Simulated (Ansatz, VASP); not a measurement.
## One calculation of Ag, two programs

```xyz
1
Lattice="0.0000 2.0431 2.0840 2.0431 0.0000 2.0840 2.0431 2.0431 0.0000" Properties=species:S:1:pos:R:3 pbc="T T T"
Ag    0.0000    0.0000    0.0000
```

Change from the starting cell: zz strain of +2 %, PAW files.

Alike in both runs: task electric field gradients; functional PBE; k mesh 15 × 15 × 15; occupations fermi-dirac, width 0.05 eV; no spin polarisation.

|  | VASP | Ansatz |
| --- | --- | --- |
| version | VASP 6.6.1 | Ansatz 0.2.0 |
| potentials or method | VASP PAW PBE potentials, release 64 (Ag) | PAW with Ansatz's default frozen-core files, scalar-relativistic |
| plane-wave cutoff (eV) | 400 | 420 |
| valence electrons in the cell | 11 | 19 |

Ansatz gave:

```
pressure (GPa)                                                : 2.4
traceless stress, the component that is largest in VASP (GPa) : -0.19
size of Vzz on the site where it differs most (V/Å²)          : 1.5
```

Problem. Which values does VASP return?

Solution. Pressure (GPa): 1.9; traceless stress, the component that is largest in VASP (GPa): -0.18; size of Vzz on the site where it differs most (V/Å²): 0.9.

With one functional, cell and mesh, what is left measures potentials, basis and numerics. VASP's potentials hold 11 valence electrons a cell and Ansatz's 19, so a difference there can come from the potentials and not from the codes.
